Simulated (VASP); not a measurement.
**RhCl: relaxation of cell and atoms with PBE**

The system is RhCl.

```
Rh Cl
1.0
     4.85314    0.00000    0.00000
     0.00000    4.85314    0.00000
     0.00000    0.00000    2.92444
Rh Cl
2 2
Direct
  0.00000 0.50000 0.03804
  0.50000 0.00000 0.96196
  0.00000 0.00000 0.00000
  0.50000 0.50000 0.00000
```

* Program: VASP 6.6.1
* Task: relaxation of cell and atoms
* Functional: PBE
* Potentials or basis: VASP PAW PBE potentials, release 64 (Rh_pv, Cl)
* Cutoff: 600 eV
* k mesh: 4 × 4 × 6
* Occupations: gaussian, width 0.1 eV
* Spin: no spin polarisation
* Dipole correction: no
* Further INCAR settings: ALGO = Normal; EDIFF = 1e-06; IBRION = 2; EDIFFG = -0.04; NSW = 90; ISIF = 3

```yaml
Relaxed_volume: 17.68 Å³/atom
Relaxed_cell: a = 4.827 Å, b = 4.827 Å, c = 3.035 Å, α = 90.00°, β = 90.00°, γ = 90.00°
Space_group_after_relaxing_to_0.05_Å: P4/nmm (No. 129)
Energy_gained_by_relaxing: 7.6 meV/atom
Ionic_steps: 10
Pressure_after_relaxing: -0.3 GPa
Largest_force_after_relaxing: 0.003 eV/Å
Band_gap_on_the_k_mesh: zero (band 22 reaches 8.17 eV, above the bottom of band 23 at 6.49 eV)
```

Forces in eV/Å, atoms in the order of the input:
```
Rh   0.000  0.000  0.003
Rh   0.000  0.000 -0.003
Cl   0.000  0.000  0.000
Cl   0.000  0.000  0.000
```

Step by step:
| step | energy change (eV) | largest force (eV/Å) | pressure (GPa) | volume (Å³) |
| --- | --- | --- | --- | --- |
| 1 | 0.0000 | 0.0465 | 0.80 | 68.88 |
| 2 | -0.0186 | 0.0748 | 0.50 | 69.73 |
| 3 | -0.0207 | 0.0876 | 0.42 | 70.13 |
| 4 | -0.0215 | 0.0765 | -0.38 | 70.70 |
| 5 | -0.0216 | 0.0788 | -0.20 | 70.57 |
| 6 | -0.0225 | 0.0766 | -0.19 | 70.58 |
| 7 | -0.0252 | 0.0668 | -0.18 | 70.60 |
| 8 | -0.0290 | 0.0407 | -0.22 | 70.66 |
| 9 | -0.0291 | 0.0432 | -0.41 | 70.77 |
| 10 | -0.0305 | 0.0034 | -0.31 | 70.71 |

Final structure:
```xyz
4
Lattice="4.8267 0.0000 0.0000 0.0000 4.8267 0.0000 0.0000 0.0000 3.0353" Properties=species:S:1:pos:R:3 pbc="T T T"
Rh    0.0000    2.4133    0.2176
Rh    2.4133    0.0000    2.8177
Cl    0.0000    0.0000    0.0000
Cl    2.4133    2.4133    0.0000
```

Levels at points of the mesh, in eV from the Fermi level:
| k point | band 18 | band 19 | band 20 | band 21 | band 22 | band 23 | band 24 | band 25 | band 26 |
| --- | --- | --- | --- | --- | --- | --- | --- | --- | --- |
| (0.00, 0.00, 0.00) | -1.45 | -0.68 | -0.68 | -0.47 | -0.39 | -0.39 | -0.34 | 1.46 | 1.64 |
| (0.50, 0.00, 0.00) | -1.00 | -0.54 | -0.54 | -0.52 | -0.52 | 0.15 | 0.15 | 5.29 | 5.29 |
| (0.50, 0.50, 0.00) | -0.67 | -0.40 | -0.40 | 0.43 | 0.43 | 2.42 | 2.42 | 4.37 | 4.37 |
| (0.00, 0.00, 0.50) | -1.68 | -1.31 | -1.31 | -0.44 | -0.21 | -0.13 | 0.14 | 5.03 | 5.45 |
| (0.50, 0.00, 0.50) | -1.02 | -0.82 | -0.82 | -0.42 | -0.42 | 1.41 | 1.41 | 3.70 | 3.70 |
| (0.50, 0.50, 0.50) | -0.74 | -0.63 | -0.63 | 1.21 | 1.21 | 2.31 | 2.31 | 2.45 | 2.45 |

Run time: 3.8 min on 1 thread of Oxide Virtual Turin-like Processor, on a shared host, peak memory 0.18 GiB.
